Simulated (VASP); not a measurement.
# Hg (P6/mmm) in VASP: further runs, part 2 of 2

VASP 6.6.1.

### Step 3. Single point, PBEsol (zz strain of +1 %)

Contents of INCAR:

```
PREC     = Accurate       # precision mode
ENCUT    = 520            # plane-wave cutoff, eV
EDIFF    = 1E-7           # SCF threshold, eV
ISMEAR   = -1             # smearing method
SIGMA    = 0.05           # smearing width, eV
LREAL    = False          # projectors in reciprocal space
LASPH    = True           # aspherical terms in the spheres
NELM     = 80             # most SCF steps
ALGO     = Normal         # electronic algorithm
ISIF     = 2              # what is computed and relaxed
LWAVE    = False          # write WAVECAR
LCHARG   = False          # write CHGCAR
GGA      = PS             # functional
NBANDS   = 25             # bands
```

Contents of KPOINTS:

```
Automatic mesh
0
Gamma
  8 8 9
```

Contents of POSCAR:

```
Hg
1.0
    4.5400020208      0.0000000000      0.0000000000
   -2.2700010104      3.9317570832      0.0000000000
    0.0000000000      0.0000000000      3.9087000000
Hg
3
Direct
    0.3333333333      0.6666666667      0.5000000000
    0.0000000000      0.0000000000      0.0000000000
    0.6666666667      0.3333333333      0.5000000000
```

Potentials or basis: VASP PAW PBE potentials, release 64 (Hg).

Started as:

```bash
$ cat potpaw_PBE.64/Hg/POTCAR > POTCAR
$ mpirun -np 1 vasp_std > vasp.out
```

OUTCAR:

```text
PREC = Accurate
   ENCUT = 520
   EDIFF = 1E-7
   ISMEAR = -1
   LREAL = False
   LASPH = True
   NELM = 80
   ISIF = 2
   GGA = PS

 ion  position               nearest neighbor table
   1  0.333  0.667  0.500-   3 2.62   3 2.62   3 2.62   2 3.27   2 3.27   2 3.27   2 3.27   2 3.27
                             2 3.27
   2  0.000  0.000  0.000-   1 3.27   3 3.27   1 3.27   3 3.27   1 3.27   1 3.27   3 3.27   3 3.27
                             3 3.27   3 3.27   1 3.27   1 3.27
   3  0.667  0.333  0.500-   1 2.62   1 2.62   1 2.62   2 3.27   2 3.27   2 3.27   2 3.27   2 3.27
                             2 3.27

  LATTYP: Found a hexagonal cell.
 ALAT       =     4.5400020208
 C/A-ratio  =     0.8609467533

  Lattice vectors:

 A1 = (   4.5400020208,   0.0000000000,   0.0000000000)
 A2 = (  -2.2700010104,   3.9317570832,   0.0000000000)
 A3 = (   0.0000000000,   0.0000000000,   3.9087000000)

Analysis of symmetry for initial positions (statically):
=====================================================================
 Subroutine PRICEL returns:
 Original cell was already a primitive cell.

 Routine SETGRP: Setting up the symmetry group for a
 hexagonal supercell.

 Subroutine GETGRP returns: Found 24 space group operations
 (whereof 24 operations were pure point group operations)
 out of a pool of 24 trial point group operations.

The static configuration has the point symmetry D_6h.

Analysis of symmetry for dynamics (positions and initial velocities):
=====================================================================
 Subroutine PRICEL returns:
 Original cell was already a primitive cell.

 Routine SETGRP: Setting up the symmetry group for a
 hexagonal supercell.

 Subroutine GETGRP returns: Found 24 space group operations
 (whereof 24 operations were pure point group operations)
 out of a pool of 24 trial point group operations.

The dynamic configuration has the point symmetry D_6h.

 Subroutine INISYM returns: Found 24 space group operations
 (whereof 24 operations are pure point group operations),
 and found     1 'primitive' translations

----------------------------------------------------------------------------------------

                                     Primitive cell

  volume of cell :      69.7710

  direct lattice vectors                    reciprocal lattice vectors
     4.540002021  0.000000000  0.000000000     0.220264219  0.127169606  0.000000000
    -2.270001010  3.931757083  0.000000000     0.000000000  0.254339212  0.000000000
     0.000000000  0.000000000  3.908700000     0.000000000  0.000000000  0.255839537

  length of vectors
     4.540002021  4.540002021  3.908700000     0.254339212  0.254339212  0.255839537

  position of ions in fractional coordinates (direct lattice)
     0.333333333  0.666666667  0.500000000
     0.000000000  0.000000000  0.000000000
     0.666666667  0.333333333  0.500000000

  ion indices of the primitive-cell ions
   primitive index   ion index
                 1           1
                 2           2
                 3           3

----------------------------------------------------------------------------------------

 KPOINTS: Automatic mesh

Automatic generation of k-mesh.
 Grid dimensions read from file:
 generate k-points for:    8    8    9

 Generating k-lattice:

  Cartesian coordinates                     Fractional coordinates (reciprocal lattice)
     0.027533027  0.015896201  0.000000000     0.125000000  0.000000000  0.000000000
     0.000000000  0.031792402  0.000000000     0.000000000  0.125000000  0.000000000
     0.000000000  0.000000000  0.028426615     0.000000000  0.000000000  0.111111111

  Length of vectors
     0.031792402  0.031792402  0.028426615

  Shift w.r.t. Gamma in fractional coordinates (k-lattice)
     0.000000000  0.000000000  0.000000000

 Subroutine IBZKPT returns following result:
 ===========================================

 Found     50 irreducible k-points:

 Following reciprocal coordinates:
            Coordinates               Weight
  0.000000  0.000000  0.000000      1.000000
  0.125000 -0.000000  0.000000      6.000000
  0.250000 -0.000000  0.000000      6.000000
  0.375000 -0.000000  0.000000      6.000000
  0.500000 -0.000000  0.000000      3.000000
  0.125000  0.125000  0.000000      6.000000
[... 16 lines left out ...]
  0.250000 -0.000000  0.222222     12.000000
  0.375000 -0.000000  0.222222     12.000000
 [... further k-points ...]
   k-points           NKPTS =     50   k-points in BZ     NKDIM =     50   number of bands    NBANDS=     25
   number of dos      NEDOS =    301   number of ions     NIONS =      3
   total plane-waves  NPLWV =  38880
   dimension x,y,z NGX =    36 NGY =   36 NGZ =   30
   dimension x,y,z NGXF=    72 NGYF=   72 NGZF=   60
   ions per type =               3
   NGX,Y,Z   is equivalent  to a cutoff of  13.18, 13.18, 12.76 a.u.
   NGXF,Y,Z  is equivalent  to a cutoff of  26.36, 26.36, 25.52 a.u.
 SYSTEM =  unknown system
   PREC   = accura    normal or accurate (medium, high low for compatibility)
   ISTART =      0    job   : 0-new  1-cont  2-samecut
   ICHARG =      2    charge: 1-file 2-atom 10-const
   ISPIN  =      1    spin polarized calculation?
   LNONCOLLINEAR =      F non collinear calculations
   LSORBIT =      F    spin-orbit coupling
   LASPH  =      T    aspherical Exc in radial PAW
   ENCUT  =  520.0 eV  38.22 Ry    6.18 a.u.   8.44  8.44  7.27*2*pi/ulx,y,z
   NELM   =     80;   NELMIN=  2; NELMDL= -5     # of ELM steps
   EDIFF  = 0.1E-06   stopping-criterion for ELM
   LREAL  =      F    real-space projection
   EDIFFG = 0.1E-05   stopping-criterion for IOM
   NSW    =      0    number of steps for IOM
   IBRION =     -1    ionic relax: 0-MD 1-quasi-New 2-CG
   NFREE  =      0    steps in history (QN), initial steepest desc. (CG)
   ISIF   =      2    stress and relaxation
   ISYM   =      2    0-nonsym 1-usesym 2-fastsym
   POTIM  = 0.5000    time-step for ionic-motion
   TEBEG  =    0.0;   TEEND  =   0.0 temperature during run
   PSTRESS=    0.0 pullay stress
   NELECT =      36.0000    total number of electrons
   NUPDOWN=      -1.0000    fix difference up-down
   EMIN   =  10.00;   EMAX   =-10.00  energy-range for DOS
   EFERMI =   0.00;   METHOD = LEGACY
   ISMEAR =    -1;   SIGMA  =   0.05  broadening in eV -4-tet -1-fermi 0-gaus
   EFERMI_NEDOS =   21; number of points for ismear=-14 and -15
   IALGO  =     38    algorithm
   IMIX   =      4    mixing-type and parameters
     AMIX     =   0.40;   BMIX     =  1.00
     AMIX_MAG =   1.60;   BMIX_MAG =  1.00
  volume/ion in A,a.u.               =      23.26       156.95
  Fermi-wavevector in a.u.,A,eV,Ry     =   1.313058  2.481320 23.458102  1.724122
  Thomas-Fermi vector in A             =   2.443407
   LORBIT       =      0    0 simple, 1 ext, 2 COOP (PROOUT), +10 PAW based schemes
   GGA     = PS    functional components
   LHFCALC =     F    Hartree Fock is set to
   AEXX    =    0.0000 exact exchange contribution
   IVDW    =     0    specifies the selected vdW correction
   LEPSILON=     F    determine dielectric tensor
   LRPA    =     F    only Hartree local field effects (RPA)
 non-spin polarized calculation
  energy-cutoff  :      520.00
  volume of cell :       69.77
 maximum number of plane-waves:      1941
 NGX is ok and might be reduce to    36
   NGX = 17   NGY = 17   NGZ = 15

 number of electron      36.0000003 magnetization

 Free energy of the ion-electron system (eV)
  ---------------------------------------------------
  ext. energy  EPLUGINS =         0.00000000
  ---------------------------------------------------
  free energy    TOTEN  =        -1.04868313 eV

  energy without entropy =       -1.03781829  energy(sigma->0) =       -1.04325071

 E-fermi :   2.9047     XC(G=0): -11.0517

 val. band max:        2.8987366964   @ k =   0.2500   0.1250   0.3333
 cond. band min:       2.9109975089   @ k =   0.3750   0.1250   0.3333
 fundamental gap:      0.0122608125
 Fermi energy:         2.9047446747

 k-point     1 :       0.0000    0.0000    0.0000
  band No.  band energies     occupation
      1      -7.0863      2.00000
      2      -5.3163      2.00000
      3      -5.0707      2.00000
      4      -5.0707      2.00000
      5      -4.8640      2.00000
      6      -4.8640      2.00000
[... 17 lines left out ...]
     24      10.7101      0.00000
     25      15.1197      0.00000
[... 621 lines left out ...]
      3      -5.7478      2.00000
      4      -5.2781      2.00000
      5      -5.1017      2.00000
      6      -4.3447      2.00000
[... 17 lines left out ...]
     24      11.6217      0.00000
     25      13.7153      0.00000

 [... further k-points ...]
[... 5 lines left out ...]
  --------------------------------------------------------------------------------------
  -------------------------------------------------------------------------------------
  Total        5.4957834      5.4957834     -0.2702143     -0.0000000      0.0000000      0.0000000
  in kB      126.2016770    126.2016770     -6.2050297     -0.0000000      0.0000000      0.0000000
  external PRESSURE =      82.0661081 kB  Pullay stress =       0.0000000 kB

 VOLUME and BASIS-vectors are now :
 -----------------------------------------------------------------------------
  energy-cutoff  :      520.00
  volume of cell :       69.77
      direct lattice vectors                 reciprocal lattice vectors
     4.540002021  0.000000000  0.000000000     0.220264219  0.127169606  0.000000000
    -2.270001010  3.931757083  0.000000000     0.000000000  0.254339212  0.000000000
     0.000000000  0.000000000  3.908700000     0.000000000  0.000000000  0.255839537

 POSITION                                       TOTAL-FORCE (eV/Angst)
 -----------------------------------------------------------------------------------
     -0.00000      2.62117      1.95435        -0.000000      0.000000     -0.000000
      0.00000      0.00000      0.00000        -0.000000      0.000000      0.000000
      2.27000      1.31059      1.95435         0.000000      0.000000      0.000000
 -----------------------------------------------------------------------------------
    total drift:                                0.000000     -0.000000     -0.000000

  FREE ENERGIE OF THE ION-ELECTRON SYSTEM (eV)
  ---------------------------------------------------
  free  energy   TOTEN  =        -1.0486831278 eV

  energy  without entropy=       -1.0378182850  energy(sigma->0) =       -1.04325071
```

It took 1.9 min on 1 thread of Intel Xeon 8259CL, shared host; peak memory 0.22 GiB.

Results:

```
Free energy            : -1.0487 eV
Pressure               : 8.2 GPa
Band gap on the k mesh : zero (bands 18 and 19 overlap by 5.11 eV)
```

Stress tensor (GPa, compression positive):
```
12.62  0.00  0.00
 0.00 12.62  0.00
 0.00  0.00 -0.62
```

Caveat: the cell differs from its parent crystal (zz strain of +1 %); the cell stands under pressure; the PAW data sets were made with another functional, which shifts forces and pressure a little; spin-orbit coupling is left out, which moves the levels of the heavy elements.
